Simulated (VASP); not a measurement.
Input of a VASP 6.6.1 run:

INCAR

```
SYSTEM = In2SbSe3
ALGO = Fast
EDIFF = 1E-6
ENCUT = 520
GGA = PE
ISIF = 2
ISMEAR = 0
LASPH = .True.
LCHARG = .False.
LREAL = .False.
LWAVE = .False.
NBANDS = 61
NELM = 80
PREC = Accurate
SIGMA = 0.1
```

KPOINTS

```
k-points
0
Gamma
  10 8 2
  0 0 0
```

Contents of POSCAR:

```
In2SbSe3
1.0
    4.0958795612      0.0000000000      0.0000000000
    0.0000000000      4.5023071145      0.0000000000
    0.0000000000      0.0000000000     18.3264333543
In Sb Se
4 2 6
Direct
    0.5000000000      0.3265010924      0.3255206156
    0.5000000000      0.6734989076      0.8255206156
    0.0000000000      0.8497262921      0.1714482855
    0.0000000000      0.1502737079      0.6714482855
    0.0000000000      0.4894192651      0.0410803184
    0.0000000000      0.5105807349      0.5410803184
    0.5000000000      0.8039586066      0.9799803912
    0.5000000000      0.1960413934      0.4799803912
    0.5000000000      0.2467949888      0.1647932925
    0.5000000000      0.7532050112      0.6647932925
    0.0000000000      0.7795443976      0.3173144292
    0.0000000000      0.2204556024      0.8173144292
```

Potentials or basis: VASP PAW PBE potentials, release 64 (In_d, Sb, Se).

Run with:

```sh
$ cat potpaw_PBE.64/In_d/POTCAR potpaw_PBE.64/Sb/POTCAR potpaw_PBE.64/Se/POTCAR > POTCAR
$ mpirun -np 1 vasp_std > vasp.out
```

Q: What does it give for the largest force?

A: 0.024 eV/Å.

Q: What does it give for the band gap on the k mesh?

A: Zero (bands 49 and 50 overlap by 1.49 eV).

Q: Estimate the pressure.

A: 0.0 GPa.

Forces on the atoms (eV/Å):
```
In   0.000 -0.010 -0.001
In   0.000  0.010 -0.001
In   0.000 -0.002 -0.003
In   0.000  0.002 -0.003
Sb   0.000 -0.018  0.016
Sb   0.000  0.018  0.016
Se   0.000  0.014 -0.011
Se   0.000 -0.014 -0.011
Se   0.000  0.006 -0.011
Se   0.000 -0.006 -0.011
Se   0.000  0.009  0.011
Se   0.000 -0.009  0.011
```

Caveat: spin-orbit coupling is left out, which moves the levels of the heavy elements.
